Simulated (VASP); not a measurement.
# Be2Se3 (Amm2) in VASP: further runs, part 2 of 2

VASP 6.6.1. Earlier steps stand in the parts before.

**3. Relaxation of cell and atoms, PBE**

This run uses another cell than the first one, of 20.89 Å³/atom, 1.063 times its volume.

File INCAR:

```
ALGO = Normal
EDIFF = 1E-6
EDIFFG = -0.08
ENCUT = 600
GGA = PE
IBRION = 2
ISIF = 3
ISMEAR = 0
LASPH = T
LCHARG = F
LREAL = F
LWAVE = F
NELM = 60
NSW = 36
PREC = Accurate
SIGMA = 0.2
```

File KPOINTS:

```
k-points
0
Gamma
  3 5 5
```

File POSCAR:

```
Be2Se3
1.0
    6.8926939600      0.0000000000      0.0000000000
    0.0000000000      2.0820734000      3.6384392300
    0.0000000000     -2.0820734000      3.6384392300
Be Se
2 3
Direct
    0.6826018800      0.3985735600      0.3985735600
    0.3173981200      0.3985735600      0.3985735600
    0.7840896900      0.7790738300      0.7790738300
    0.2159103100      0.7790738300      0.7790738300
    0.5000000000      0.6343834100      0.6343834100
```

Potentials or basis: VASP PAW PBE potentials, release 64 (Be, Se).

Command:

```sh
$ cat potpaw_PBE.64/Be/POTCAR potpaw_PBE.64/Se/POTCAR > POTCAR
$ mpirun -np 1 vasp_std > vasp.out
```

OUTCAR:

```text
EDIFF = 1E-6
   EDIFFG = -0.08
   ENCUT = 600
   GGA = PE
   IBRION = 2
   ISIF = 3
   ISMEAR = 0
   LASPH = T
   LREAL = F
   NELM = 60
   NSW = 36
   PREC = Accurate

 ion  position               nearest neighbor table
   1  0.683  0.399  0.399-   5 2.13   3 2.36   3 2.36
   2  0.317  0.399  0.399-   5 2.13   4 2.36   4 2.36
   3  0.784  0.779  0.779-   5 2.22   1 2.36   1 2.36
   4  0.216  0.779  0.779-   5 2.22   2 2.36   2 2.36
   5  0.500  0.634  0.634-   1 2.13   2 2.13   3 2.22   4 2.22

  LATTYP: Found a base centered orthorhombic cell.
 ALAT       =     4.1641468000
 B/A-ratio  =     1.7475076671
 C/A-ratio  =     1.6552475912

  Lattice vectors:

 A1 = (   0.0000000000,   2.0820734000,  -3.6384392300)
 A2 = (   0.0000000000,   2.0820734000,   3.6384392300)
 A3 = (   6.8926939600,   0.0000000000,   0.0000000000)

Analysis of symmetry for initial positions (statically):
=====================================================================
 Subroutine PRICEL returns:
 Original cell was already a primitive cell.

 Routine SETGRP: Setting up the symmetry group for a
 base centered orthorhombic supercell.

 Subroutine GETGRP returns: Found  4 space group operations
 (whereof  4 operations were pure point group operations)
 out of a pool of  8 trial point group operations.

The static configuration has the point symmetry C_2v.

Analysis of symmetry for dynamics (positions and initial velocities):
=====================================================================
 Subroutine PRICEL returns:
 Original cell was already a primitive cell.

 Routine SETGRP: Setting up the symmetry group for a
 base centered orthorhombic supercell.

 Subroutine GETGRP returns: Found  4 space group operations
 (whereof  4 operations were pure point group operations)
 out of a pool of  8 trial point group operations.

The dynamic configuration has the point symmetry C_2v.

 Subroutine INISYM returns: Found  4 space group operations
 (whereof  4 operations are pure point group operations),
[... 122 lines left out ...]
   AEXX    =    0.0000 exact exchange contribution
   IVDW    =     0    specifies the selected vdW correction
   LEPSILON=     F    determine dielectric tensor
   LRPA    =     F    only Hartree local field effects (RPA)
 conjugate gradient relaxation of ions
 non-spin polarized calculation
 Gauss-broadening in eV      SIGMA  =   0.20
  energy-cutoff  :      600.00
  volume of cell :      104.43
 maximum number of plane-waves:      3514
 NGX is ok and might be reduce to    56
   NGX = 27   NGY = 17   NGZ = 17

--------------------------------------- Ionic step        1  -------------------------------------------

 number of electron      22.0000000 magnetization

 Free energy of the ion-electron system (eV)
  ---------------------------------------------------
  ext. energy  EPLUGINS =         0.00000000
  ---------------------------------------------------
  free energy    TOTEN  =       -14.95012226 eV

  energy without entropy =      -14.89612649  energy(sigma->0) =      -14.92312438

------------------------ aborting loop because EDIFF is reached ----------------------------------------

  FORCE on cell =-STRESS in cart. coord.  units (eV):
  Direction    XX          YY          ZZ          XY          YZ          ZX
  --------------------------------------------------------------------------------------
  -------------------------------------------------------------------------------------
  Total       21.0811069     -5.5882390      7.9490673      0.0000000      0.0000000      0.0000000
  in kB      323.4251888    -85.7344567    121.9541558      0.0000000      0.0000000      0.0000000
  external PRESSURE =     119.8816293 kB  Pullay stress =       0.0000000 kB
[... 98 lines left out ...]
  FREE ENERGIE OF THE ION-ELECTRON SYSTEM (eV)
  ---------------------------------------------------
  free  energy   TOTEN  =       -18.1846733325 eV

  energy  without entropy=      -18.1711664826  energy(sigma->0) =      -18.17791991

[... ionic steps 4 to 15 ...]

--------------------------------------- Ionic step       16  -------------------------------------------

 number of electron      22.0000000 magnetization

------------------------ aborting loop because EDIFF is reached ----------------------------------------
[... 73 lines left out ...]
--------------------------------------- Ionic step       18  -------------------------------------------

 number of electron      21.9999999 magnetization

 Free energy of the ion-electron system (eV)
  ---------------------------------------------------
  ext. energy  EPLUGINS =         0.00000000
  ---------------------------------------------------
  free energy    TOTEN  =       -19.68337212 eV

  energy without entropy =      -19.63937468  energy(sigma->0) =      -19.66137340

 E-fermi :   3.6872     XC(G=0):  -9.1861

 val. band max:        3.6286917774   @ k =   0.0000   0.4000   0.4000
 cond. band min:       3.7317417632   @ k =   0.0000   0.4000   0.2000
 fundamental gap:      0.1030499857
 Fermi energy:         3.6871986404

 k-point     1 :       0.0000    0.0000    0.0000
  band No.  band energies     occupation
      1     -11.3971      2.00000
      2     -10.1044      2.00000
      3      -9.1470      2.00000
      4      -1.3729      2.00000
      5      -1.2894      2.00000
      6       0.9932      2.00000
      7       1.4234      2.00000
      8       1.8097      2.00000
      9       2.1624      2.00000
     10       3.5014      1.81104
     11       3.8864      0.15906
     12       4.6800      0.00000
     13       5.6610      0.00000
     14       7.2952      0.00000
[... 337 lines left out ...]
  FREE ENERGIE OF THE ION-ELECTRON SYSTEM (eV)
  ---------------------------------------------------
  free  energy   TOTEN  =       -19.6833721238 eV

  energy  without entropy=      -19.6393746844  energy(sigma->0) =      -19.66137340

 reached required accuracy - stopping structural energy minimisation
```

CONTCAR:

```text
Be2Se3
   1.00000000000000
     8.1818927775386410    0.0000000000000000    0.0000000000000000
     0.0000000000000000    1.8097134258725616    3.3204139560355950
     0.0000000000000000   -1.8097134258725616    3.3204139560355950
  Be              Se
     2     3
Direct
     0.7478747964684250    0.4448675408546558    0.4448675408546558
     0.2521252035315748    0.4448675408546558    0.4448675408546558
     0.8351631098764943    0.7762847135259850    0.7762847135259850
     0.1648368901235057    0.7762847135259850    0.7762847135259850
     0.5000000000000000    0.5473736812387247    0.5473736812387247

  0.00000000E+00  0.00000000E+00  0.00000000E+00
  0.00000000E+00  0.00000000E+00  0.00000000E+00
  0.00000000E+00  0.00000000E+00  0.00000000E+00
  0.00000000E+00  0.00000000E+00  0.00000000E+00
  0.00000000E+00  0.00000000E+00  0.00000000E+00
```

It took 6.3 min on 1 thread of Intel Xeon 6975P-C (Granite Rapids), shared host; peak memory 0.27 GiB.

Results:

- Free energy: -19.6834 eV
- Relaxed volume: 19.67 Å³/atom
- Relaxed cell: a = 8.182 Å, b = 3.782 Å, c = 3.782 Å, α = 57.18°, β = 90.00°, γ = 90.00°
- Space group after relaxing (to 0.05 Å): Amm2 (No. 38)
- Energy gained by relaxing: 946.6 meV/atom
- Ionic steps: 18
- Pressure after relaxing: 0.2 GPa
- Largest force after relaxing: 0.071 eV/Å
- Band gap on the k mesh: zero (band 11 reaches 3.89 eV, above the bottom of band 12 at 2.96 eV)

Forces in eV/Å, atoms in the order of the input:
```
Be   0.020  0.000 -0.057
Be  -0.020  0.000 -0.057
Se  -0.062  0.000  0.033
Se   0.062  0.000  0.033
Se   0.000  0.000  0.047
```

Stress tensor (GPa, compression positive):
```
0.23 0.00 0.00
0.00 0.02 0.00
0.00 0.00 0.43
```

The path:
```tsv
step	energy change (eV)	largest force (eV/Å)	pressure (GPa)	volume (Å³)
1	0.0000	5.3456	11.99	104.43
2	-3.1827	0.9147	-7.21	128.02
3	-3.2346	0.8659	-6.24	124.58
4	-3.2346	0.8698	-6.10	124.18
5	-3.7960	0.6103	-2.02	110.97
6	-3.8597	0.7411	0.59	105.82
7	-3.8598	0.7650	0.94	105.21
8	-3.9769	0.6578	0.55	104.66
9	-4.1198	1.0008	0.30	103.21
10	-4.2374	0.7691	0.12	103.31
11	-4.3747	1.1929	-0.26	103.53
12	-4.5086	0.7996	-0.74	103.13
13	-4.6213	0.6590	-1.60	102.18
14	-4.6867	0.2570	0.74	97.87
15	-4.6869	0.2688	0.63	98.04
16	-4.7157	0.2016	-0.11	99.03
17	-4.7233	0.1595	-0.71	99.88
18	-4.7332	0.0708	0.23	98.33
```

Final structure:
```
Be Se
1.0
     8.18189    0.00000    0.00000
     0.00000    1.80971    3.32041
     0.00000   -1.80971    3.32041
Be Se
2 3
Direct
  0.74787 0.44487 0.44487
  0.25213 0.44487 0.44487
  0.83516 0.77628 0.77628
  0.16484 0.77628 0.77628
  0.50000 0.54737 0.54737
```

Levels at points of the mesh, in eV from the Fermi level:
| k point | band 7 | band 8 | band 9 | band 10 | band 11 | band 12 | band 13 | band 14 | band 15 |
| --- | --- | --- | --- | --- | --- | --- | --- | --- | --- |
| (0.00, 0.00, 0.00) | -2.26 | -1.88 | -1.52 | -0.19 | 0.20 | 0.99 | 1.97 | 3.61 | 3.70 |

Caveat: the relaxation stopped at a loose force limit of 0.08 eV/Å, so its end isn't a converged minimum.

**4. Single point, PBE**

File INCAR:

```
SYSTEM = Be2Se3
  ALGO = Normal
  EDIFF = 1E-6
  ENCUT = 520
  GGA = PE
  ISIF = 2
  ISMEAR = 0
  LASPH = .True.
  LCHARG = .True.
  LELF = .True.
  LREAL = .False.
  LVHAR = .True.
  LWAVE = .False.
  NBANDS = 19
  NELM = 80
  PREC = Accurate
  SIGMA = 0.1
```

File KPOINTS:

```
k-points
0
Gamma
  4 10 10
  0 0 0
```

File POSCAR:

```
Be2Se3
1.0
    8.0533780405      0.0000000000      0.0000000000
    0.0000000000      1.8378936715      3.3233074401
    0.0000000000     -1.8378936715      3.3233074401
Be Se
2 3
Direct
    0.7467798225      0.4417125020      0.4417125020
    0.2532201775      0.4417125020      0.4417125020
    0.8357401765      0.7752551559      0.7752551559
    0.1642598235      0.7752551559      0.7752551559
    0.5000000000      0.5557428743      0.5557428743
```

Command:

```sh
$ cat potpaw_PBE.64/Be/POTCAR potpaw_PBE.64/Se/POTCAR > POTCAR
$ mpirun -np 1 vasp_std > vasp.out
```

It took 91 s on 1 thread of Intel Xeon 6975P-C (Granite Rapids), shared host; peak memory 0.3 GiB.

Results (log left out):

- Free energy: -19.6594 eV
- Pressure: 0.1 GPa
- Largest force: 0.015 eV/Å
- Band gap on the k mesh: zero (band 11 reaches 4.03 eV, above the bottom of band 12 at 3.11 eV)

Forces on the atoms (eV/Å):
```
Be   0.006  0.000 -0.003
Be  -0.006  0.000 -0.003
Se   0.005  0.000 -0.004
Se  -0.005  0.000 -0.004
Se   0.000  0.000  0.015
```

Levels at points of the mesh, in eV from the Fermi level:
| k point | band 7 | band 8 | band 9 | band 10 | band 11 | band 12 | band 13 | band 14 | band 15 | band 16 |
| --- | --- | --- | --- | --- | --- | --- | --- | --- | --- | --- |
| (0.00, 0.00, 0.00) | -2.61 | -1.96 | -1.78 | -0.30 | 0.14 | 1.09 | 1.67 | 3.30 | 3.50 | 4.35 |
| (0.50, 0.00, 0.00) | -2.16 | -1.90 | -1.82 | -0.81 | -0.17 | 0.18 | 1.71 | 3.12 | 3.66 | 3.82 |
| (0.00, 0.50, 0.00) | -4.04 | -4.01 | -2.71 | -2.56 | -0.95 | 0.24 | 2.15 | 2.76 | 3.61 | 4.93 |
| (0.50, 0.50, 0.00) | -4.13 | -3.28 | -3.10 | -2.48 | -0.97 | 0.44 | 1.68 | 3.34 | 3.58 | 5.43 |
| (0.00, 0.50, 0.50) | -3.77 | -2.88 | -2.63 | -2.23 | -0.93 | -0.15 | 2.20 | 3.34 | 3.41 | 6.27 |
| (0.50, 0.50, 0.50) | -3.95 | -3.65 | -3.29 | -3.10 | 0.07 | 0.92 | 2.30 | 3.21 | 5.38 | 5.54 |

**5. Summary**

| task | cell | k mesh | cutoff (eV) | smearing | gap on the mesh (eV) | pressure (GPa) | largest force (eV/Å) |
| --- | --- | --- | --- | --- | --- | --- | --- |
| single point | a = 8.091, b = 3.798, c = 3.798 Å, angles 57.4, 90.0, 90.0°, 5 atoms | 3 × 5 × 5 | 520 | gaussian 0.2 eV | none | 0.3 | 0.02 |
| relaxation of cell and atoms | relaxed from a = 6.893, b = 4.192, c = 4.192 Å, angles 59.6, 90.0, 90.0°, 5 atoms | 3 × 5 × 5 | 600 | gaussian 0.2 eV | none | 0.2 | 0.07 |
| single point | a = 8.053, b = 3.798, c = 3.798 Å, angles 57.9, 90.0, 90.0°, 5 atoms | 4 × 10 × 10 | 520 | gaussian 0.1 eV | none | 0.1 | 0.01 |

Alike in all rows: level PBE; potentials or basis VASP PAW PBE potentials, release 64 (Be, Se); no spin polarisation.

Caveats: some runs use coarse meshes; the relaxation stopped at a loose force limit of 0.08 eV/Å, so its end isn't a converged minimum (some runs).

Absolute energies hang on the potentials; compare differences alone.
